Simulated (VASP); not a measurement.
A run of VASP 6.6.1 is set up as follows.

Contents of INCAR:

```
ALGO     = Normal         # electronic algorithm
EDIFF    = 1E-7           # SCF threshold, eV
EDIFFG   = -0.005         # ionic threshold
ENCUT    = 600            # plane-wave cutoff, eV
GGA      = PE             # functional
IBRION   = 2              # ionic algorithm
ISIF     = 3              # what is computed and relaxed
ISMEAR   = -1             # smearing method
LASPH    = True           # aspherical terms in the spheres
LCHARG   = False          # write CHGCAR
LREAL    = False          # projectors in reciprocal space
LWAVE    = False          # write WAVECAR
NELM     = 100            # most SCF steps
NSW      = 32             # ionic steps
PREC     = Accurate       # precision mode
PSTRESS  = 720.0        
SIGMA    = 0.08           # smearing width, eV
```

The input KPOINTS:

```
k-points
0
Gamma
  17 17 17
```

The input POSCAR:

```
P
1.0
    2.2010827780      0.0000000000      0.0000000000
    0.0000000000      2.2010827780      0.0000000000
    0.0000000000      0.0000000000      2.2010827780
P
1
Direct
    0.0000000000      0.0000000000      0.0000000000
```

Potentials or basis: VASP PAW PBE potentials, release 64 (P).

Run with:

```sh
$ cat potpaw_PBE.64/P/POTCAR > POTCAR
$ mpirun -np 1 vasp_std > vasp.out
```

**Question.** Estimate the relaxed volume.

**Answer.** 10.64 Å³/atom.

**Question.** What does it give for the relaxed cell?

**Answer.** a = 2.199 Å, b = 2.199 Å, c = 2.199 Å, α = 90.00°, β = 90.00°, γ = 90.00°.

Final structure:
```cif
data_structure
_symmetry_space_group_name_H-M 'P 1'
_symmetry_Int_Tables_number 1
_cell_length_a 2.1993
_cell_length_b 2.1993
_cell_length_c 2.1993
_cell_angle_alpha 90.000
_cell_angle_beta 90.000
_cell_angle_gamma 90.000
_cell_volume 10.64
loop_
_atom_site_label
_atom_site_type_symbol
_atom_site_fract_x
_atom_site_fract_y
_atom_site_fract_z
_atom_site_occupancy
P1 P 0.00000 0.00000 0.00000 1
```

Caveat: the cell is relaxed towards a set pressure, so the enthalpy falls and the energy may rise.
